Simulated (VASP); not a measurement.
# Tb4WO (P-3m1) in VASP: single point with PBE

Aim: the single point of Tb4WO with PBE.

All numbers are computed with VASP 6.6.1; they aren't measurements. Logs are shortened: lines on timing, memory, paths and dates and some standing lists are left out, and cuts for length are marked.

**1. The cell of the first run**

It takes space group P-3m1 (No. 164, trigonal). Conventional cell: a = 3.440 Å, b = 3.440 Å, c = 13.597 Å, α = 90.00°, β = 90.00°, γ = 120.00°. Within 3.2 Å of Tb (site symmetry 3m) lie 3 O at 2.42 Å. Tb (site symmetry 3m) has 3 W at 3.00 Å and 9 Tb at 3.44 to 3.73 Å within 4.0 Å. W (site symmetry -3m) has 6 Tb at 3.00 Å and 6 W at 3.44 Å within 4.0 Å. O (site symmetry -3m) has 6 Tb at 2.42 Å within 3.2 Å.

The cell was generated, and may not be a known phase.

**2. Single point, PBE, collinear spin**

File INCAR:

```
ALGO = Normal
EDIFF = 1E-6
ENCUT = 600
GGA = PE
GGA_COMPAT = F
ISIF = 2
ISMEAR = 0
ISPIN = 2
KPAR = 4
LASPH = T
LCHARG = F
LMAXMIX = 6
LORBIT = 11
LREAL = F
LWAVE = F
MAGMOM = 0 0 0 0 0.67 0
NBANDS = 41
NELM = 200
PREC = Accurate
SIGMA = 0.1
```

File KPOINTS:

```
k-points
0
Gamma
  12 12 4
```

File POSCAR:

```
Tb4WO
1.0
    3.4395059235      0.0000000000      0.0000000000
   -1.7197529617      2.9786995062      0.0000000000
    0.0000000000      0.0000000000     13.5965176617
Tb W O
4 1 1
Direct
    0.3333333333      0.6666666667      0.8979079006
    0.3333333333      0.6666666667      0.3343591839
    0.6666666667      0.3333333333      0.6656408161
    0.6666666667      0.3333333333      0.1020920994
    0.0000000000      0.0000000000      0.5000000000
    0.0000000000      0.0000000000      0.0000000000
```

Potentials or basis: VASP PAW PBE potentials, release 64 (Tb_3, W_sv, O), 4f in core.

The run is started by

```bash
> cat potpaw_PBE.64/Tb_3/POTCAR potpaw_PBE.64/W_sv/POTCAR potpaw_PBE.64/O/POTCAR > POTCAR
> mpirun -np 4 vasp_std > vasp.out
```

OUTCAR:

```text
EDIFF = 1E-6
   ENCUT = 600
   GGA = PE
   ISIF = 2
   ISMEAR = 0
   ISPIN = 2
   LASPH = T
   LORBIT = 11
   LREAL = F
   NELM = 200
   PREC = Accurate

 ion  position               nearest neighbor table
   1  0.333  0.667  0.898-   6 2.42   6 2.42   6 2.42   4 3.41   4 3.41   4 3.41   3 3.73   3 3.73
                             3 3.73
   2  0.333  0.667  0.334-   5 3.00   5 3.00   5 3.00   4 3.73   4 3.73   4 3.73
   3  0.667  0.333  0.666-   5 3.00   5 3.00   5 3.00   1 3.73   1 3.73   1 3.73
   4  0.667  0.333  0.102-   6 2.42   6 2.42   6 2.42   1 3.41   1 3.41   1 3.41   2 3.73   2 3.73
                             2 3.73
   5  0.000  0.000  0.500-   2 3.00   3 3.00   2 3.00   3 3.00   3 3.00   2 3.00
   6  0.000  0.000  0.000-   1 2.42   4 2.42   1 2.42   4 2.42   4 2.42   1 2.42

  LATTYP: Found a hexagonal cell.
 ALAT       =     3.4395059235
 C/A-ratio  =     3.9530438278

  Lattice vectors:

 A1 = (   3.4395059235,   0.0000000000,   0.0000000000)
 A2 = (  -1.7197529617,   2.9786995062,   0.0000000000)
 A3 = (   0.0000000000,   0.0000000000,  13.5965176617)

Analysis of symmetry for initial positions (statically):
=====================================================================
 Subroutine PRICEL returns:
 Original cell was already a primitive cell.

 Routine SETGRP: Setting up the symmetry group for a
 hexagonal supercell.

 Subroutine GETGRP returns: Found 12 space group operations
 (whereof 12 operations were pure point group operations)
 out of a pool of 24 trial point group operations.

The static configuration has the point symmetry D_3d.

Analysis of symmetry for dynamics (positions and initial velocities):
=====================================================================
 Subroutine PRICEL returns:
 Original cell was already a primitive cell.

 Routine SETGRP: Setting up the symmetry group for a
 hexagonal supercell.

 Subroutine GETGRP returns: Found 12 space group operations
 (whereof 12 operations were pure point group operations)
 out of a pool of 24 trial point group operations.

The dynamic configuration has the point symmetry D_3d.

Analysis of structural, dynamic, and magnetic symmetry:
=====================================================================
 Subroutine PRICEL returns:
 Original cell was already a primitive cell.

 Routine SETGRP: Setting up the symmetry group for a
 hexagonal supercell.

 Subroutine GETGRP returns: Found 12 space group operations
 (whereof 12 operations were pure point group operations)
[... 144 lines left out ...]
  volume of cell :      139.30
 maximum number of plane-waves:      4670
   NGX = 13   NGY = 13   NGZ = 55

 number of electron      56.0000001 magnetization       0.0057187

 Free energy of the ion-electron system (eV)
  ---------------------------------------------------
  ext. energy  EPLUGINS =         0.00000000
  ---------------------------------------------------
  free energy    TOTEN  =       -39.26672774 eV

  energy without entropy =      -39.20695848  energy(sigma->0) =      -39.23684311

 E-fermi :   4.6463     XC(G=0): -10.7022

 val. band max:        4.6422799529   @ k =  -0.0833   0.3333   0.2500
 cond. band min:       4.6488478261   @ k =   0.0833   0.0833   0.5000
 fundamental gap:      0.0065678732
 Fermi energy:         4.6463336315

 spin component 1

 k-point     1 :       0.0000    0.0000    0.0000
  band No.  band energies     occupation
      1     -68.9319      1.00000
      2     -33.0908      1.00000
      3     -33.0908      1.00000
      4     -33.0330      1.00000
      5     -19.0218      1.00000
      6     -17.9432      1.00000
[... 1021 lines left out ...]
     39       7.6525      0.00000
     40       7.6666      0.00000

 [... further k-points ...]

 spin component 2

 k-point     1 :       0.0000    0.0000    0.0000
  band No.  band energies     occupation
      1     -68.9318      1.00000
      2     -33.0906      1.00000
      3     -33.0906      1.00000
      4     -33.0327      1.00000
      5     -19.0216      1.00000
      6     -17.9430      1.00000
[... 1021 lines left out ...]
     39       7.6537      0.00000
     40       7.6672      0.00000

 [... further k-points ...]

 [bands above 40 left out]

------------------------ aborting loop because EDIFF is reached ----------------------------------------

  FORCE on cell =-STRESS in cart. coord.  units (eV):
  Direction    XX          YY          ZZ          XY          YZ          ZX
  --------------------------------------------------------------------------------------
  -------------------------------------------------------------------------------------
  Total        0.2897214      0.2897214      0.1812413      0.0000000      0.0000000      0.0000000
  in kB        3.3322746      3.3322746      2.0845735      0.0000000      0.0000000      0.0000000
  external PRESSURE =       2.9163742 kB  Pullay stress =       0.0000000 kB

 VOLUME and BASIS-vectors are now :
 -----------------------------------------------------------------------------
  energy-cutoff  :      600.00
  volume of cell :      139.30
      direct lattice vectors                 reciprocal lattice vectors
     3.439505924  0.000000000  0.000000000     0.290739432  0.167858490  0.000000000
    -1.719752962  2.978699506  0.000000000     0.000000000  0.335716979  0.000000000
     0.000000000  0.000000000 13.596517662     0.000000000  0.000000000  0.073548244

 POSITION                                       TOTAL-FORCE (eV/Angst)
 -----------------------------------------------------------------------------------
     -0.00000      1.98580     12.20842         0.000000      0.000000     -0.074128
     -0.00000      1.98580      4.54612         0.000000      0.000000      0.059888
      1.71975      0.99290      9.05040        -0.000000      0.000000     -0.059888
      1.71975      0.99290      1.38810         0.000000     -0.000000      0.074128
      0.00000      0.00000      6.79826        -0.000000      0.000000      0.000000
      0.00000      0.00000      0.00000        -0.000000      0.000000      0.000000
 -----------------------------------------------------------------------------------
    total drift:                                0.000000     -0.000000      0.000000

  FREE ENERGIE OF THE ION-ELECTRON SYSTEM (eV)
  ---------------------------------------------------
  free  energy   TOTEN  =       -39.2667277412 eV

  energy  without entropy=      -39.2069584820  energy(sigma->0) =      -39.23684311

 total charge

# of ion       s       p       d       tot
------------------------------------------
    1        0.324   6.483   1.257   8.064
    2        0.406   6.397   1.319   8.123
    3        0.406   6.397   1.319   8.123
    4        0.324   6.483   1.257   8.064
    5        2.394   6.103   3.332  11.829
    6        1.557   3.432   0.000   4.989
--------------------------------------------------
tot          5.410  35.297   8.484  49.190

 magnetization (x)

# of ion       s       p       d       tot
------------------------------------------
    1        0.000   0.000   0.000   0.001
    2        0.000   0.000   0.001   0.001
    3        0.000   0.000   0.001   0.001
    4        0.000   0.000   0.000   0.001
    5        0.000   0.000   0.001   0.001
    6        0.000   0.000   0.000   0.000
--------------------------------------------------
tot          0.000   0.001   0.003   0.004
```

OSZICAR:

```text
N       E                     dE             d eps       ncg     rms          rms(c)
DAV:   1     0.409381709762E+03    0.40938E+03   -0.29102E+04 11796   0.144E+03
DAV:   2    -0.590213128161E+01   -0.41528E+03   -0.40245E+03 11449   0.427E+02
DAV:   3    -0.405519633663E+02   -0.34650E+02   -0.32921E+02 15412   0.861E+01
[... 14 lines left out ...]
DAV:  18    -0.392667111287E+02   -0.87881E-04   -0.61487E-04 14126   0.628E-02    0.817E-02
DAV:  19    -0.392667290930E+02   -0.17964E-04   -0.35335E-04 13903   0.384E-02    0.353E-02
DAV:  20    -0.392667216875E+02    0.74055E-05   -0.77542E-05 14368   0.209E-02    0.187E-02
DAV:  21    -0.392667287114E+02   -0.70239E-05   -0.33689E-05 13055   0.118E-02    0.140E-02
DAV:  22    -0.392667277412E+02    0.97023E-06   -0.65546E-06 11866   0.671E-03
   1 F= -.39266728E+02 E0= -.39236843E+02  d E =-.597693E-01  mag=     0.0049
```

stdout:

```text
POSCAR found type information on POSCAR TbW O
 POSCAR found :  3 types and       6 ions
 scaLAPACK will be used
 LDA part: xc-table for (Slater+PW92), standard interpolation
 POSCAR, INCAR and KPOINTS ok, starting setup
 FFT: planning ... GRIDC
 FFT: planning ... GRID_SOFT
 FFT: planning ... GRID
 WAVECAR not read
 entering main loop
```

Run time: 6.7 min. Hardware: 4 MPI ranks of Intel Xeon Platinum 8259CL at 2.50GHz (Skylake/Cascade Lake), shared host; peak memory 0.86 GiB.

What came out:

```
Free energy                                           : -39.2667 eV
Pressure                                              : 0.3 GPa
Largest force                                         : 0.074 eV/Å
Band gap on the k mesh                                : zero (filled and empty bands overlap)
Net moment                                            : 0.01 μB per cell
Valence electrons inside the program's atomic spheres : Tb 8.06, 8.12 (each value once); W 11.83; O 4.99
```

Forces on the atoms (eV/Å):
```
Tb   0.000  0.000 -0.074
Tb   0.000  0.000  0.060
Tb   0.000  0.000 -0.060
Tb   0.000  0.000  0.074
W    0.000  0.000  0.000
O    0.000  0.000  0.000
```

Caveat: the magnetic or orbital state may not be the lowest; the moments typed at the start vanished in this run; spin-orbit coupling is left out, which moves the levels of the heavy elements; the 4f electrons are frozen in the core, so they carry no moment and show no levels.
